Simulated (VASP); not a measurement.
# Na: relaxation of cell and atoms with r2SCAN

Crystal: Na.

```
CELL_PARAMETERS angstrom
-1.79387 1.79387 1.79387
1.79387 -1.79387 1.79387
1.79387 1.79387 -1.79387
ATOMIC_POSITIONS crystal
Na 0.00000 0.00000 0.00000
```

```json
{"Program": "VASP 6.6.1", "Task": "relaxation of cell and atoms", "Functional": "r2SCAN", "Potentials or basis": "VASP PAW PBE potentials, release 64 (Na_sv)", "Cutoff": "1250 eV", "k mesh": "8 × 8 × 8", "Occupations": "gaussian, width 0.1 eV", "Spin": "no spin polarisation", "Dipole correction": "no", "Further INCAR settings": "ALGO = Normal; EDIFF = 1e-07; IBRION = 2; EDIFFG = -0.05; NSW = 80; ISIF = 3"}
```

| Property | Result |
| --- | --- |
| Relaxed volume | 35.94 Å³/atom |
| Relaxed cell | a = 3.601 Å, b = 3.601 Å, c = 3.601 Å, α = 109.47°, β = 109.47°, γ = 109.47° |
| Space group after relaxing (to 0.1 Å) | Im-3m (No. 229) |
| Energy gained by relaxing | 256.7 meV/atom |
| Ionic steps | 5 |
| Pressure after relaxing | 0.0 GPa |
| Band gap on the k mesh | zero (an odd number of electrons rules out a gap without spin polarisation) |

The path:
```csv
step,energy change (eV),largest force (eV/Å),pressure (GPa),volume (Å³)
1,0.0000,0.0000,9.19,23.09
2,-0.1812,0.0000,3.75,27.81
3,-0.2491,0.0000,0.87,32.92
4,-0.2561,0.0000,0.23,35.02
5,-0.2567,0.0000,0.03,35.94
```

Final structure:
```xyz
1
Lattice="-2.0790 2.0790 2.0790 2.0790 -2.0790 2.0790 2.0790 2.0790 -2.0790" Properties=species:S:1:pos:R:3 pbc="T T T"
Na    0.0000    0.0000    0.0000
```

Levels at points of the mesh, in eV from the Fermi level:
```tsv
k point	band 2	band 3	band 4	band 5	band 6	band 7
(0.00, 0.00, 0.00)	-26.06	-26.06	-26.06	-3.67	12.76	12.76
(0.50, 0.00, 0.00)	-26.10	-26.07	-26.06	0.63	1.38	8.83
(0.50, 0.50, 0.50)	-26.09	-26.09	-26.09	4.72	4.72	5.32
```

Wall time 6.9 min on 1 thread of Intel(R) Xeon(R) Platinum 8375C CPU @ 2.90GHz (Ice Lake), on a shared host, peak memory 0.22 GiB.

Caveat: the volume moved by over 15 % at a fixed basis, so the end points are rough; the PAW data sets were made with another functional, which shifts forces and pressure a little.
